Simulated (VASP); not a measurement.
# Bi (Im-3m) in VASP: notebook

Bi is run at these levels: PBE; tasks: single point.

All numbers are computed with VASP 6.6.1; they aren't measurements. Logs are shortened: lines on timing, memory, paths and dates and some standing lists are left out, and cuts for length are marked.

## 1. The cell of the first run

Symmetry: Im-3m, No. 229, cubic system. Conventional cell: a = 4.031 Å, b = 4.031 Å, c = 4.031 Å, α = 90.00°, β = 90.00°, γ = 90.00°. Within 4.6 Å of Bi (site symmetry m-3m) lie 14 Bi at 3.49 to 4.03 Å.

This isn't the form of Bi at room conditions, which is rhombohedral.

## 2. Single point, PBE (strained)

Contents of INCAR:

```
PREC = Accurate ; ENCUT = 520
EDIFF = 1E-7 ; ISMEAR = 0
SIGMA = 0.1 ; LREAL = F
LASPH = T ; NELM = 60
ALGO = Normal ; ISIF = 2
LWAVE = F ; LCHARG = F
GGA = PE ; NBANDS = 14
```

Contents of KPOINTS:

```
regular mesh
0
Gamma
  16 16 16
```

Contents of POSCAR:

```
Bi
1.0
   -2.0157290943      2.0157290943      2.0157290943
    2.0157290943     -2.0157290943      2.0157290943
    2.0157290943      2.0157290943     -2.0157290943
Bi
1
Direct
    0.0000000000      0.0000000000      0.0000000000
```

Potentials or basis: VASP PAW PBE potentials, release 64 (Bi_d).

Run with:

```
$ cat potpaw_PBE.64/Bi_d/POTCAR > POTCAR
$ mpirun -np 1 vasp_std > vasp.out
```

OUTCAR:

```text
PREC = Accurate
   ENCUT = 520
   EDIFF = 1E-7
   ISMEAR = 0
   LREAL = F
   LASPH = T
   NELM = 60
   ISIF = 2
   GGA = PE

 ion  position               nearest neighbor table
   1  0.000  0.000  0.000-

  LATTYP: Found a body centered cubic cell.
 ALAT       =     4.0314581886

  Lattice vectors:

 A1 = (  -2.0157290943,   2.0157290943,   2.0157290943)
 A2 = (   2.0157290943,  -2.0157290943,   2.0157290943)
 A3 = (   2.0157290943,   2.0157290943,  -2.0157290943)

Analysis of symmetry for initial positions (statically):
=====================================================================
 Subroutine PRICEL returns:
 Original cell was already a primitive cell.

 Routine SETGRP: Setting up the symmetry group for a
 body centered cubic supercell.

 Subroutine GETGRP returns: Found 48 space group operations
 (whereof 48 operations were pure point group operations)
 out of a pool of 48 trial point group operations.

The static configuration has the point symmetry O_h .

Analysis of symmetry for dynamics (positions and initial velocities):
=====================================================================
 Subroutine PRICEL returns:
 Original cell was already a primitive cell.

 Routine SETGRP: Setting up the symmetry group for a
 body centered cubic supercell.

 Subroutine GETGRP returns: Found 48 space group operations
 (whereof 48 operations were pure point group operations)
 out of a pool of 48 trial point group operations.

The dynamic configuration has the point symmetry O_h .

 Subroutine INISYM returns: Found 48 space group operations
 (whereof 48 operations are pure point group operations),
 and found     1 'primitive' translations

----------------------------------------------------------------------------------------

                                     Primitive cell

  volume of cell :      32.7609

  direct lattice vectors                    reciprocal lattice vectors
    -2.015729094  2.015729094  2.015729094     0.000000000  0.248049205  0.248049205
     2.015729094 -2.015729094  2.015729094     0.248049205  0.000000000  0.248049205
     2.015729094  2.015729094 -2.015729094     0.248049205  0.248049205  0.000000000

  length of vectors
     3.491345206  3.491345206  3.491345206     0.350794550  0.350794550  0.350794550

  position of ions in fractional coordinates (direct lattice)
     0.000000000  0.000000000  0.000000000

  ion indices of the primitive-cell ions
   primitive index   ion index
                 1           1

----------------------------------------------------------------------------------------

 KPOINTS: regular mesh

Automatic generation of k-mesh.
 Grid dimensions read from file:
 generate k-points for:   16   16   16

 Generating k-lattice:

  Cartesian coordinates                     Fractional coordinates (reciprocal lattice)
     0.000000000  0.015503075  0.015503075     0.062500000  0.000000000  0.000000000
     0.015503075  0.000000000  0.015503075     0.000000000  0.062500000  0.000000000
     0.015503075  0.015503075  0.000000000     0.000000000  0.000000000  0.062500000

  Length of vectors
     0.021924659  0.021924659  0.021924659

  Shift w.r.t. Gamma in fractional coordinates (k-lattice)
     0.000000000  0.000000000  0.000000000

 Subroutine IBZKPT returns following result:
 ===========================================

 Found    145 irreducible k-points:

 Following reciprocal coordinates:
            Coordinates               Weight
  0.000000  0.000000  0.000000      1.000000
  0.062500  0.000000  0.000000     12.000000
  0.125000  0.000000  0.000000     12.000000
  0.187500  0.000000  0.000000     12.000000
  0.250000  0.000000  0.000000     12.000000
  0.312500  0.000000  0.000000     12.000000
[... 16 lines left out ...]
  0.187500  0.187500  0.000000     24.000000
  0.250000  0.187500  0.000000     48.000000
 [... further k-points ...]
   k-points           NKPTS =    145   k-points in BZ     NKDIM =    145   number of bands    NBANDS=     14
   number of dos      NEDOS =    301   number of ions     NIONS =      1
   total plane-waves  NPLWV =  21952
   dimension x,y,z NGX =    28 NGY =   28 NGZ =   28
   dimension x,y,z NGXF=    56 NGYF=   56 NGZF=   56
   ions per type =               1
   NGX,Y,Z   is equivalent  to a cutoff of  13.33, 13.33, 13.33 a.u.
   NGXF,Y,Z  is equivalent  to a cutoff of  26.67, 26.67, 26.67 a.u.
 SYSTEM =  unknown system
   PREC   = accura    normal or accurate (medium, high low for compatibility)
   ISTART =      0    job   : 0-new  1-cont  2-samecut
   ICHARG =      2    charge: 1-file 2-atom 10-const
   ISPIN  =      1    spin polarized calculation?
   LNONCOLLINEAR =      F non collinear calculations
   LSORBIT =      F    spin-orbit coupling
   LASPH  =      T    aspherical Exc in radial PAW
   ENCUT  =  520.0 eV  38.22 Ry    6.18 a.u.   6.49  6.49  6.49*2*pi/ulx,y,z
   NELM   =     60;   NELMIN=  2; NELMDL= -5     # of ELM steps
   EDIFF  = 0.1E-06   stopping-criterion for ELM
   LREAL  =      F    real-space projection
   EDIFFG = 0.1E-05   stopping-criterion for IOM
   NSW    =      0    number of steps for IOM
   IBRION =     -1    ionic relax: 0-MD 1-quasi-New 2-CG
   NFREE  =      0    steps in history (QN), initial steepest desc. (CG)
   ISIF   =      2    stress and relaxation
   ISYM   =      2    0-nonsym 1-usesym 2-fastsym
   POTIM  = 0.5000    time-step for ionic-motion
   TEBEG  =    0.0;   TEEND  =   0.0 temperature during run
   PSTRESS=    0.0 pullay stress
   NELECT =      15.0000    total number of electrons
   NUPDOWN=      -1.0000    fix difference up-down
   EMIN   =  10.00;   EMAX   =-10.00  energy-range for DOS
   EFERMI =   0.00;   METHOD = LEGACY
   ISMEAR =     0;   SIGMA  =   0.10  broadening in eV -4-tet -1-fermi 0-gaus
   EFERMI_NEDOS =   21; number of points for ismear=-14 and -15
   IALGO  =     38    algorithm
   IMIX   =      4    mixing-type and parameters
     AMIX     =   0.40;   BMIX     =  1.00
     AMIX_MAG =   1.60;   BMIX_MAG =  1.00
  volume/ion in A,a.u.               =      32.76       221.08
  Fermi-wavevector in a.u.,A,eV,Ry     =   1.261788  2.384434 21.661960  1.592109
  Thomas-Fermi vector in A             =   2.395229
   LORBIT       =      0    0 simple, 1 ext, 2 COOP (PROOUT), +10 PAW based schemes
   GGA     = PE    functional components
   LHFCALC =     F    Hartree Fock is set to
   AEXX    =    0.0000 exact exchange contribution
   IVDW    =     0    specifies the selected vdW correction
   LEPSILON=     F    determine dielectric tensor
   LRPA    =     F    only Hartree local field effects (RPA)
 non-spin polarized calculation
 Gauss-broadening in eV      SIGMA  =   0.10
  energy-cutoff  :      520.00
  volume of cell :       32.76
 maximum number of plane-waves:       935
 NGX is ok and might be reduce to    28
   NGX = 13   NGY = 13   NGZ = 13

 number of electron      15.0000006 magnetization

 Free energy of the ion-electron system (eV)
  ---------------------------------------------------
  ext. energy  EPLUGINS =         0.00000000
  ---------------------------------------------------
  free energy    TOTEN  =        -3.75017963 eV

  energy without entropy =       -3.74558042  energy(sigma->0) =       -3.74788003

 E-fermi :   7.2669     XC(G=0): -10.0494

 val. band max:        7.2652945953   @ k =  -0.4375   0.5000   0.1250
 cond. band min:       7.3084026288   @ k =   0.2500   0.2500   0.1250
 fundamental gap:      0.0431080335
 Fermi energy:         7.2669274000

 k-point     1 :       0.0000    0.0000    0.0000
  band No.  band energies     occupation
      1     -15.7111      2.00000
      2     -15.7111      2.00000
      3     -15.7111      2.00000
      4     -15.6029      2.00000
      5     -15.6029      2.00000
      6      -5.8869      2.00000
      7      12.0495      0.00000
      8      12.0495      0.00000
      9      12.0495      0.00000
     10      15.7799      0.00000
     11      17.7485      0.00000
     12      17.7485      0.00000
     13      17.7485      0.00000
     14      18.6541      0.00000

 k-point     2 :       0.0625    0.0000    0.0000
  band No.  band energies     occupation
      1     -15.7123      2.00000
      2     -15.7088      2.00000
      3     -15.7044      2.00000
      4     -15.6044      2.00000
      5     -15.6032      2.00000
      6      -5.8202      2.00000
      7      11.2940      0.00000
      8      11.8452      0.00000
      9      11.9939      0.00000
     10      16.2753      0.00000
     11      17.0572      0.00000
     12      17.2637      0.00000
     13      17.6114      0.00000
     14      18.9531      0.00000

 k-point     3 :       0.1250    0.0000    0.0000
  band No.  band energies     occupation
      1     -15.7158      2.00000
      2     -15.7026      2.00000
      3     -15.6854      2.00000
      4     -15.6084      2.00000
      5     -15.6039      2.00000
      6      -5.6217      2.00000
      7       9.7798      0.00000
      8      11.3341      0.00000
      9      11.8323      0.00000
     10      15.7238      0.00000
     11      16.6055      0.00000
     12      17.4395      0.00000
     13      17.6826      0.00000
     14      19.7154      0.00000
[... 324 lines left out ...]
 k-point    23 :       0.1875    0.1875    0.0000
  band No.  band energies     occupation
      1     -15.7187      2.00000
      2     -15.6832      2.00000
      3     -15.6214      2.00000
      4     -15.6116      2.00000
      5     -15.5896      2.00000
      6      -4.2188      2.00000
      7       5.3439      2.00000
      8       8.0531      0.00000
      9      10.3566      0.00000
     10      15.1139      0.00000
     11      16.0977      0.00000
     12      18.6101      0.00000
     13      19.5436      0.00000
     14      21.3203      0.00000

 k-point    24 :       0.2500    0.1875    0.0000
  band No.  band energies     occupation
      1     -15.7202      2.00000
      2     -15.6751      2.00000
      3     -15.6197      2.00000
      4     -15.6141      2.00000
      5     -15.5723      2.00000
      6      -3.7124      2.00000
      7       4.4147      2.00000
      8       7.2151      1.53607
      9      10.0595      0.00000
     10      14.9645      0.00000
     11      16.4617      0.00000
     12      18.6699      0.00000
     13      20.6450      0.00000
     14      21.1982      0.00000

 [... further k-points ...]

------------------------ aborting loop because EDIFF is reached ----------------------------------------

  FORCE on cell =-STRESS in cart. coord.  units (eV):
  Direction    XX          YY          ZZ          XY          YZ          ZX
  --------------------------------------------------------------------------------------
  -------------------------------------------------------------------------------------
  Total       -0.3513401     -0.3513401     -0.3513401      0.0000000      0.0000000      0.0000000
  in kB      -17.1823210    -17.1823210    -17.1823210      0.0000000      0.0000000      0.0000000
  external PRESSURE =     -17.1823210 kB  Pullay stress =       0.0000000 kB

 VOLUME and BASIS-vectors are now :
 -----------------------------------------------------------------------------
  energy-cutoff  :      520.00
  volume of cell :       32.76
      direct lattice vectors                 reciprocal lattice vectors
    -2.015729094  2.015729094  2.015729094     0.000000000  0.248049205  0.248049205
     2.015729094 -2.015729094  2.015729094     0.248049205  0.000000000  0.248049205
     2.015729094  2.015729094 -2.015729094     0.248049205  0.248049205  0.000000000

 POSITION                                       TOTAL-FORCE (eV/Angst)
 -----------------------------------------------------------------------------------
      0.00000      0.00000      0.00000         0.000000      0.000000      0.000000
 -----------------------------------------------------------------------------------
    total drift:                               -0.000000     -0.000000     -0.000000

  FREE ENERGIE OF THE ION-ELECTRON SYSTEM (eV)
  ---------------------------------------------------
  free  energy   TOTEN  =        -3.7501796270 eV

  energy  without entropy=       -3.7455804242  energy(sigma->0) =       -3.74788003
```

Wall time 28 s (1 thread of Intel Xeon 6975P-C (Granite Rapids), shared host); peak memory 0.19 GiB.

Results:

- Free energy: -3.7502 eV
- Pressure: -1.7 GPa
- Band gap on the k mesh: zero (an odd number of electrons rules out a gap without spin polarisation)

Levels at points of the mesh, in eV from the Fermi level:
```csv
k point,band 5,band 6,band 7,band 8,band 9,band 10
"(0.00, 0.00, 0.00)",-22.87,-13.15,4.78,4.78,4.78,8.51
"(0.50, 0.00, 0.00)",-22.80,-10.39,-4.75,1.50,3.33,5.82
"(0.50, 0.50, 0.50)",-22.82,-8.50,-1.67,-1.67,-1.67,3.60
```

Caveat: the cell differs from its parent crystal (strained); spin-orbit coupling is left out, which moves the levels of the heavy elements.

(Part 1 of 2 ends here.)

The gap in the log of VASP goes by the Fermi energy; the results here count the filled bands.